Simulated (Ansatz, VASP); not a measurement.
## Ag: VASP beside Ansatz

INCAR

```
SYSTEM = Ag
ALGO     = Normal         ! electronic algorithm
EDIFF    = 1E-8           ! SCF threshold, eV
ENCUT    = 520            ! plane-wave cutoff, eV
GGA      = CA             ! functional
ISIF     = 2              ! what is computed and relaxed
ISMEAR   = -1             ! smearing method
LASPH    = .TRUE.         ! aspherical terms in the spheres
LCHARG   = .FALSE.        ! write CHGCAR
LEFG     = .TRUE.       
LREAL    = .FALSE.        ! projectors in reciprocal space
LWAVE    = .FALSE.        ! write WAVECAR
NBANDS   = 18             ! bands
NELM     = 80             ! most SCF steps
PREC     = Accurate       ! precision mode
SIGMA    = 0.05           ! smearing width, eV
```

Contents of KPOINTS:

```
k-points
0
G
  18 18 10
  0 0 0
```

Contents of POSCAR:

```
Ag
1.0
    2.9300000000      0.0000000000      0.0000000000
   -1.4650000000      2.5374544331      0.0000000000
    0.0000000000      0.0000000000      4.7900000000
Ag
2
Direct
    0.3333333333      0.6666666667      0.2500000000
    0.6666666667      0.3333333333      0.7500000000
```

Input for Ansatz:

```yaml
crystal:
  lattice:
    - [2.93, 0.0, 0.0]
    - [-1.465, 2.5374544331, 0.0]
    - [0.0, 0.0, 4.79]
  atoms:
    - { symbol: Ag, position: [0.3333333333, 0.6666666667, 0.25] }
    - { symbol: Ag, position: [0.6666666667, 0.3333333333, 0.75] }
kpoints:
  mp_grid: { grid: [18, 18, 10] }
scf:
  occupations: { method: fermi_dirac, width: 0.05 }
hamiltonian:
  xc: lda
  pseudopotentials: { kind: paw }
output:
  forces: true
  stress: true
  populations: true
  efg: { contact_densities: true }
  write_density: true
  write_potential: true
  elf: true
  volumetric_format: npy
```

Alike in both runs: task electric field gradients; functional LDA; k mesh 18 × 18 × 10; occupations fermi-dirac, width 0.05 eV; no spin polarisation.

|  | VASP | Ansatz |
| --- | --- | --- |
| version | VASP 6.6.1 | Ansatz 0.2.0 |
| potentials or method | VASP PAW LDA potentials, release 64 (Ag) | plane-wave PAW, scalar-relativistic |
| plane-wave cutoff (eV) | 520 | 420 |
| valence electrons in the cell | 22 | 38 |

VASP gave:

- pressure (GPa): -10.5
- traceless stress, the component that is largest in VASP (GPa): 0.08
- size of Vzz on the site where it differs most (V/Å²): 0.9

Q: Which values does Ansatz return?

A: Pressure (GPa): -10.7; traceless stress, the component that is largest in VASP (GPa): 0.09; size of Vzz on the site where it differs most (V/Å²): 1.0.

LDA's correlation is that of Perdew and Zunger in VASP and of Perdew and Wang (1992) in Ansatz. VASP's potentials hold 22 valence electrons a cell and Ansatz's 38, so a difference there can come from the potentials and not from the codes.
